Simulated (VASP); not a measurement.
# InSb (Pmmn) in VASP: single point with PBE

Aim: the single point of InSb with PBE.

All numbers are computed with VASP 6.6.1; they aren't measurements. Logs are shortened: lines on timing, memory, paths and dates and some standing lists are left out, and cuts for length are marked.

## Step 1: The cell of the first run

Symmetry: Pmmn, No. 59, orthorhombic system. Conventional cell: a = 5.357 Å, b = 5.712 Å, c = 3.063 Å, α = 90.00°, β = 90.00°, γ = 90.00°. In (site symmetry mm2) has 8 Sb at 2.73 to 3.83 Å and 6 In at 3.06 to 3.92 Å within 4.0 Å. Within 4.1 Å of Sb (site symmetry mm2) lie 8 In at 2.73 to 3.83 Å and 6 Sb at 3.06 to 4.04 Å.

## Step 2: Single point, PBE

The input, POSCAR:

```
InSb
1.0
    5.3570000000      0.0000000000      0.0000000000
    0.0000000000      5.7120000000      0.0000000000
    0.0000000000      0.0000000000      3.0630000000
In Sb
2 2
Direct
    0.0000000000      0.0000000000      0.0000000000
    0.5000000000      0.5000000000      0.0000000000
    0.5000000000      0.0000000000      0.8350000000
    0.0000000000      0.5000000000      0.1650000000
```

The input, INCAR.step1:

```
PREC = Accurate ; ENCUT = 520
EDIFF = 1E-6 ; ISMEAR = -1
SIGMA = 0.03 ; LREAL = False
LASPH = True ; NELM = 80
ALGO = Normal ; ISIF = 2
LWAVE = False ; LCHARG = True
GGA = PE ; NBANDS = 26
```

The input, KPOINTS.step1:

```
Automatic mesh
0
Gamma
  8 7 13
```

The input, INCAR.step2:

```
PREC = Accurate ; ENCUT = 520
EDIFF = 1E-6 ; ISMEAR = -5
SIGMA = 0.03 ; LREAL = False
LASPH = True ; NELM = 80
ALGO = Normal ; ISIF = 2
LWAVE = False ; LCHARG = False
GGA = PE ; LORBIT = 11
NBANDS = 26 ; NEDOS = 2001
ICHARG = 11
```

The input, KPOINTS.step2:

```
Automatic mesh
0
Gamma
  12 11 20
```

Potentials or basis: VASP PAW PBE potentials, release 64 (In_d, Sb).

Run with:

```console
$ cat potpaw_PBE.64/In_d/POTCAR potpaw_PBE.64/Sb/POTCAR > POTCAR
$ cp INCAR.step1 INCAR
$ cp KPOINTS.step1 KPOINTS
$ mpirun -np 1 vasp_std > vasp.out
$ cp INCAR.step2 INCAR
$ cp KPOINTS.step2 KPOINTS
$ mpirun -np 1 vasp_std > vasp.out
```

OUTCAR:

```text
PREC = Accurate
   ENCUT = 520
   EDIFF = 1E-6
   ISMEAR = -5
   LREAL = False
   LASPH = True
   NELM = 80
   ISIF = 2
   GGA = PE
   LORBIT = 11
   ICHARG = 11

 ion  position               nearest neighbor table
   1  0.000  0.000  0.000-   3 2.73   3 2.73   4 2.90   4 2.90   3 3.70   3 3.70   4 3.83   4 3.83
                             2 3.92   2 3.92   2 3.92   2 3.92
   2  0.500  0.500  0.000-   4 2.73   4 2.73   3 2.90   3 2.90   4 3.70   4 3.70   3 3.83   3 3.83
                             1 3.92   1 3.92   1 3.92   1 3.92
   3  0.500  0.000  0.835-   1 2.73   1 2.73   2 2.90   2 2.90   1 3.70   1 3.70   2 3.83   2 3.83

   4  0.000  0.500  0.165-   2 2.73   2 2.73   1 2.90   1 2.90   2 3.70   2 3.70   1 3.83   1 3.83

  LATTYP: Found a simple orthorhombic cell.
 ALAT       =     3.0630000000
 B/A-ratio  =     1.7489389487
 C/A-ratio  =     1.8648383937

  Lattice vectors:

 A1 = (   0.0000000000,   0.0000000000,   3.0630000000)
 A2 = (   5.3570000000,   0.0000000000,   0.0000000000)
 A3 = (   0.0000000000,   5.7120000000,   0.0000000000)

Analysis of symmetry for initial positions (statically):
=====================================================================
 Subroutine PRICEL returns:
 Original cell was already a primitive cell.

 Routine SETGRP: Setting up the symmetry group for a
 simple orthorhombic supercell.

 Subroutine GETGRP returns: Found  8 space group operations
 (whereof  4 operations were pure point group operations)
 out of a pool of  8 trial point group operations.

The static configuration has the point symmetry C_2v.
 The point group associated with its full space group is D_2h.

Analysis of symmetry for dynamics (positions and initial velocities):
=====================================================================
 Subroutine PRICEL returns:
 Original cell was already a primitive cell.

 Routine SETGRP: Setting up the symmetry group for a
 simple orthorhombic supercell.

 Subroutine GETGRP returns: Found  8 space group operations
 (whereof  4 operations were pure point group operations)
 out of a pool of  8 trial point group operations.

The dynamic configuration has the point symmetry C_2v.
 The point group associated with its full space group is D_2h.

 Subroutine INISYM returns: Found  8 space group operations
 (whereof  4 operations are pure point group operations),
 and found     1 'primitive' translations

----------------------------------------------------------------------------------------

                                     Primitive cell

  volume of cell :      93.7253

  direct lattice vectors                    reciprocal lattice vectors
     5.357000000  0.000000000  0.000000000     0.186671645  0.000000000  0.000000000
     0.000000000  5.712000000  0.000000000     0.000000000  0.175070028  0.000000000
     0.000000000  0.000000000  3.063000000     0.000000000  0.000000000  0.326477310

  length of vectors
     5.357000000  5.712000000  3.063000000     0.186671645  0.175070028  0.326477310

  position of ions in fractional coordinates (direct lattice)
     0.000000000  0.000000000  0.000000000
     0.500000000  0.500000000  0.000000000
     0.500000000  0.000000000  0.835000000
     0.000000000  0.500000000  0.165000000

  ion indices of the primitive-cell ions
   primitive index   ion index
                 1           1
                 2           2
                 3           3
                 4           4

----------------------------------------------------------------------------------------

 KPOINTS: Automatic mesh

Automatic generation of k-mesh.
 Grid dimensions read from file:
 generate k-points for:   12   11   20

 Generating k-lattice:

  Cartesian coordinates                     Fractional coordinates (reciprocal lattice)
     0.015555970  0.000000000  0.000000000     0.083333333  0.000000000  0.000000000
     0.000000000  0.015915457  0.000000000     0.000000000  0.090909091  0.000000000
     0.000000000  0.000000000  0.016323865     0.000000000  0.000000000  0.050000000

  Length of vectors
     0.015555970  0.015915457  0.016323865

  Shift w.r.t. Gamma in fractional coordinates (k-lattice)
     0.000000000  0.000000000  0.000000000

 TETIRR: Found   7920 inequivalent tetrahedra from    15840

 Subroutine IBZKPT returns following result:
 ===========================================

 Found    462 irreducible k-points:

 Following reciprocal coordinates:
            Coordinates               Weight
  0.000000  0.000000  0.000000      1.000000
  0.083333  0.000000  0.000000      2.000000
  0.166667  0.000000  0.000000      2.000000
  0.250000  0.000000  0.000000      2.000000
  0.333333  0.000000  0.000000      2.000000
  0.416667  0.000000  0.000000      2.000000
[... 16 lines left out ...]
  0.083333  0.272727  0.000000      4.000000
  0.166667  0.272727  0.000000      4.000000
 [... further k-points ...]
   k-points           NKPTS =    462   k-points in BZ     NKDIM =    462   number of bands    NBANDS=     26
   number of dos      NEDOS =   2001   number of ions     NIONS =      4
   total plane-waves  NPLWV =  40320
   dimension x,y,z NGX =    40 NGY =   42 NGZ =   24
   dimension x,y,z NGXF=    80 NGYF=   84 NGZF=   48
   ions per type =               2   2
   NGX,Y,Z   is equivalent  to a cutoff of  12.41, 12.22, 13.03 a.u.
   NGXF,Y,Z  is equivalent  to a cutoff of  24.83, 24.45, 26.05 a.u.
 SYSTEM =  unknown system
   PREC   = accura    normal or accurate (medium, high low for compatibility)
   ISTART =      0    job   : 0-new  1-cont  2-samecut
   ICHARG =     11    charge: 1-file 2-atom 10-const
   ISPIN  =      1    spin polarized calculation?
   LNONCOLLINEAR =      F non collinear calculations
   LSORBIT =      F    spin-orbit coupling
   LASPH  =      T    aspherical Exc in radial PAW
   ENCUT  =  520.0 eV  38.22 Ry    6.18 a.u.   9.96 10.62  5.70*2*pi/ulx,y,z
   NELM   =     80;   NELMIN=  2; NELMDL=  0     # of ELM steps
   EDIFF  = 0.1E-05   stopping-criterion for ELM
   LREAL  =      F    real-space projection
   EDIFFG = 0.1E-04   stopping-criterion for IOM
   NSW    =      0    number of steps for IOM
   IBRION =     -1    ionic relax: 0-MD 1-quasi-New 2-CG
   NFREE  =      0    steps in history (QN), initial steepest desc. (CG)
   ISIF   =      2    stress and relaxation
   ISYM   =      2    0-nonsym 1-usesym 2-fastsym
   POTIM  = 0.5000    time-step for ionic-motion
   TEBEG  =    0.0;   TEEND  =   0.0 temperature during run
   PSTRESS=    0.0 pullay stress
   NELECT =      36.0000    total number of electrons
   NUPDOWN=      -1.0000    fix difference up-down
   EMIN   =  10.00;   EMAX   =-10.00  energy-range for DOS
   EFERMI =   0.00;   METHOD = LEGACY
   ISMEAR =    -5;   SIGMA  =   0.03  broadening in eV -4-tet -1-fermi 0-gaus
   EFERMI_NEDOS =   21; number of points for ismear=-14 and -15
   IALGO  =     38    algorithm
   IMIX   =      4    mixing-type and parameters
     AMIX     =   0.40;   BMIX     =  1.00
     AMIX_MAG =   1.60;   BMIX_MAG =  1.00
  volume/ion in A,a.u.               =      23.43       158.12
  Fermi-wavevector in a.u.,A,eV,Ry     =   1.190027  2.248824 19.268076  1.416164
  Thomas-Fermi vector in A             =   2.326121
   LORBIT       =     11    0 simple, 1 ext, 2 COOP (PROOUT), +10 PAW based schemes
   GGA     = PE    functional components
   LHFCALC =     F    Hartree Fock is set to
   AEXX    =    0.0000 exact exchange contribution
   IVDW    =     0    specifies the selected vdW correction
   LEPSILON=     F    determine dielectric tensor
   LRPA    =     F    only Hartree local field effects (RPA)
 non-spin polarized calculation
 Fermi weights with tetrahedron method with Bloechl corrections
  energy-cutoff  :      520.00
  volume of cell :       93.73
 maximum number of plane-waves:      2546
 NGX is ok and might be reduce to    40

 number of electron      35.9999996 magnetization

 Free energy of the ion-electron system (eV)
  ---------------------------------------------------
  ext. energy  EPLUGINS =         0.00000000
  ---------------------------------------------------
  free energy    TOTEN  =       -12.11849207 eV

  energy without entropy =      -12.11849207  energy(sigma->0) =      -12.11849207

 E-fermi :   9.5961     XC(G=0): -10.7145

 val. band max:        9.6827206381   @ k =   0.5000   0.0909   0.2000
 cond. band min:       9.4668496859   @ k =   0.3333   0.0000   0.2500
 fundamental gap:     -0.2158709522
 Fermi energy:         9.5960514798

 k-point     1 :       0.0000    0.0000    0.0000
  band No.  band energies     occupation
      1      -5.7662      2.00000
      2      -5.7453      2.00000
      3      -5.6141      2.00000
      4      -5.4094      2.00000
      5      -5.3949      2.00000
      6      -5.2496      2.00000
[... 18 lines left out ...]
     25      18.6127      0.00000
     26      18.9477      0.00000

 k-point     2 :       0.0833    0.0000    0.0000
  band No.  band energies     occupation
      1      -5.7577      2.00000
      2      -5.7414      2.00000
      3      -5.6149      2.00000
      4      -5.4074      2.00000
      5      -5.3972      2.00000
      6      -5.2532      2.00000
[... 18 lines left out ...]
     25      18.6996      0.00000
     26      19.0689      0.00000

 k-point     3 :       0.1667    0.0000    0.0000
  band No.  band energies     occupation
      1      -5.7337      2.00000
      2      -5.7306      2.00000
      3      -5.6167      2.00000
      4      -5.4049      2.00000
      5      -5.4016      2.00000
      6      -5.2636      2.00000
[... 18 lines left out ...]
     25      18.6334      0.00000
     26      18.9728      0.00000

 k-point     4 :       0.2500    0.0000    0.0000
  band No.  band energies     occupation
      1      -5.7152      2.00000
      2      -5.6986      2.00000
      3      -5.6180      2.00000
      4      -5.4202      2.00000
      5      -5.3920      2.00000
      6      -5.2795      2.00000
[... 18 lines left out ...]
     25      18.2114      0.00000
     26      18.4451      0.00000

 k-point     5 :       0.3333    0.0000    0.0000
  band No.  band energies     occupation
      1      -5.6981      2.00000
      2      -5.6662      2.00000
      3      -5.6091      2.00000
      4      -5.4453      2.00000
      5      -5.3785      2.00000
      6      -5.2992      2.00000
[... 18 lines left out ...]
     25      17.3552      0.00000
     26      17.7063      0.00000

 k-point     6 :       0.4167    0.0000    0.0000
  band No.  band energies     occupation
      1      -5.6816      2.00000
      2      -5.6593      2.00000
      3      -5.5730      2.00000
      4      -5.4809      2.00000
      5      -5.3616      2.00000
      6      -5.3206      2.00000
[... 427 lines left out ...]
 k-point    21 :       0.5000    0.1818    0.0000
  band No.  band energies     occupation
      1      -5.6683      2.00000
      2      -5.6683      2.00000
      3      -5.5145      2.00000
      4      -5.5145      2.00000
      5      -5.3424      2.00000
      6      -5.3424      2.00000
[... 18 lines left out ...]
     25      17.0627      0.00000
     26      17.0637      0.00000

 k-point    22 :       0.0000    0.2727    0.0000
  band No.  band energies     occupation
      1      -5.7254      2.00000
      2      -5.7230      2.00000
      3      -5.6041      2.00000
      4      -5.4406      2.00000
      5      -5.3853      2.00000
      6      -5.2810      2.00000
[... 18 lines left out ...]
     25      17.6963      0.00000
     26      18.5573      0.00000

 k-point    23 :       0.0833    0.2727    0.0000
  band No.  band energies     occupation
      1      -5.7223      2.00000
      2      -5.7167      2.00000
      3      -5.6035      2.00000
      4      -5.4408      2.00000
      5      -5.3841      2.00000
      6      -5.2835      2.00000
[... 18 lines left out ...]
     25      17.6210      0.00000
     26      18.2268      0.00000

 k-point    24 :       0.1667    0.2727    0.0000
  band No.  band energies     occupation
      1      -5.7139      2.00000
      2      -5.6997      2.00000
      3      -5.6007      2.00000
      4      -5.4420      2.00000
      5      -5.3804      2.00000
      6      -5.2907      2.00000
[... 18 lines left out ...]
     25      16.8689      0.00000
     26      17.9604      0.00000

 [... further k-points ...]

------------------------ aborting loop because EDIFF is reached ----------------------------------------

  FORCE on cell =-STRESS in cart. coord.  units (eV):
  Direction    XX          YY          ZZ          XY          YZ          ZX
  --------------------------------------------------------------------------------------
  -------------------------------------------------------------------------------------
  Total       16.8871891      7.9452116      5.9583405      0.0000000      0.0000000      0.0000000
  in kB      288.6762853    135.8185874    101.8542280      0.0000000      0.0000000      0.0000000
  external PRESSURE =     175.4497003 kB  Pullay stress =       0.0000000 kB

 VOLUME and BASIS-vectors are now :
 -----------------------------------------------------------------------------
  energy-cutoff  :      520.00
  volume of cell :       93.73
      direct lattice vectors                 reciprocal lattice vectors
     5.357000000  0.000000000  0.000000000     0.186671645  0.000000000  0.000000000
     0.000000000  5.712000000  0.000000000     0.000000000  0.175070028  0.000000000
     0.000000000  0.000000000  3.063000000     0.000000000  0.000000000  0.326477310

 POSITION                                       TOTAL-FORCE (eV/Angst)
 -----------------------------------------------------------------------------------
      0.00000      0.00000      0.00000         0.000000      0.000000      0.274187
      2.67850      2.85600      0.00000         0.000000      0.000000     -0.274187
      2.67850      0.00000      2.55761         0.000000      0.000000     -0.760157
      0.00000      2.85600      0.50539         0.000000      0.000000      0.760157
 -----------------------------------------------------------------------------------
    total drift:                                0.000000      0.000000     -0.000000

  FREE ENERGIE OF THE ION-ELECTRON SYSTEM (eV)
  ---------------------------------------------------
  free  energy   TOTEN  =       -12.1184920719 eV

  energy  without entropy=      -12.1184920719  energy(sigma->0) =      -12.11849207

 total charge

# of ion       s       p       d       tot
------------------------------------------
    1        0.945   0.724   9.881  11.551
    2        0.945   0.724   9.881  11.551
    3        1.183   1.283   0.049   2.515
    4        1.183   1.283   0.049   2.515
--------------------------------------------------
tot          4.256   4.014  19.861  28.131
```

It took 5.2 min on 1 thread of Intel Xeon 6975P-C (Granite Rapids), shared host; peak memory 0.95 GiB.

What came out:

```yaml
Valence_electrons_inside_the_program's_atomic_spheres: In 11.55; Sb 2.52
```

Caveat: spin-orbit coupling is left out, which moves the levels of the heavy elements.
